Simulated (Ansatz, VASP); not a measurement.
One calculation of WS2, two programs

The input INCAR:

```
SYSTEM = WS2
PREC = Accurate ; ENCUT = 500
EDIFF = 1E-6 ; ISMEAR = 1
SIGMA = 0.1 ; LREAL = .False.
LASPH = .True. ; NELM = 120
ALGO = Normal ; ISIF = 2
LWAVE = .False. ; LCHARG = .False.
NBANDS = 20 ; GGA_COMPAT = .False.
```

KPOINTS

```
Automatic mesh
0
Gamma
  6 6 1
  0 0 0
```

Contents of POSCAR:

```
WS2
1.0
    3.1835200000      0.0000000000      0.0000000000
   -1.5917600000      2.7570100000      0.0000000000
    0.0000000000      0.0000000000     16.9505800000
W S
1 2
Direct
    0.3453851833      0.6550124434     -0.0009188491
    0.6735630101      0.3147674368      0.9085723185
    0.6863775879      0.3259326422      0.0905212571
```

Input for Ansatz:

```yaml
crystal:
  lattice:
    - [3.18352, 0.0, 0.0]
    - [-1.59176, 2.75701, 0.0]
    - [0.0, 0.0, 16.95058]
  atoms:
    - { symbol: W, position: [0.3453851832659087, 0.6550124434142198, -0.0009188490964469794] }
    - { symbol: S, position: [0.6735630101340876, 0.31476743681763875, 0.908572318470214] }
    - { symbol: S, position: [0.6863775879283716, 0.3259326422224422, 0.09052125712276828] }
basis:
  ecutwfc: 450.0
kpoints:
  mp_grid:
    grid: [6, 6, 1]
hamiltonian:
  xc: lda
scf:
  max_iter: 50
  occupations:
    method: cold
    width: 0.1
output:
  forces: true
```

Alike in both runs: task single point; functional LDA; k mesh 6 × 6 × 1; no spin polarisation.

```csv
,VASP,Ansatz
version,VASP 6.6.1,Ansatz 0.2.0
potentials or method,"VASP PAW LDA potentials, release 64 (W_sv, S), cutoff 500 eV","plane waves, PAW"
occupations,"methfessel-paxton of order 1, width 0.1 eV","cold, width 0.1 eV"
valence electrons in the cell,26,26
```

VASP gave:

| Property | Result |
| --- | --- |
| rms of the force components (eV/Å) | 0.155 |

Q: Estimate Ansatz's values.

A: rms of the force components (eV/Å): 0.156.

LDA's correlation is that of Perdew and Zunger in VASP and of Perdew and Wang (1992) in Ansatz. Atom by atom the forces differ by 0.019 eV/Å (rms over components).

Spin-orbit coupling is off throughout.
